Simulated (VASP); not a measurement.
Here is a VASP 6.6.1 calculation.

Contents of INCAR:

```
PREC = Accurate
ENCUT = 400
EDIFF = 1E-6
ISMEAR = 0
SIGMA = 0.04
LREAL = False
LASPH = True
NELM = 120
ALGO = Normal
ISIF = 2
LWAVE = False
LCHARG = False
LDIPOL = True
IDIPOL = 3
DIPOL = 0.5 0.5 0.681
NBANDS = 22
GGA_COMPAT = False
NELMDL = -8
```

Contents of KPOINTS:

```
Automatic mesh
0
Gamma
  12 12 1
```

File POSCAR:

```
As
1.0
    3.5128969272      0.0000000000      0.0000000000
   -1.7564484636      3.0422579798      0.0000000000
    0.0000000000      0.0000000000     23.6230301333
As
2
Direct
    0.6666666667      0.3333333333      0.6520749652
    0.0000000000      1.0000000000      0.7108740044
```

Potentials or basis: VASP PAW LDA potentials, release 64 (As_d).

The run is started by

```bash
$ cat potpaw_LDA.64/As_d/POTCAR > POTCAR
$ mpirun -np 1 vasp_std > vasp.out
```

Q: What does it give for the largest force?

A: 0.036 eV/Å.

Q: Estimate the band gap on the k mesh.

A: 1.40 eV (least direct gap 2.10 eV).

Forces on the atoms (eV/Å):
```
As   0.000  0.000  0.036
As   0.000  0.000 -0.036
```
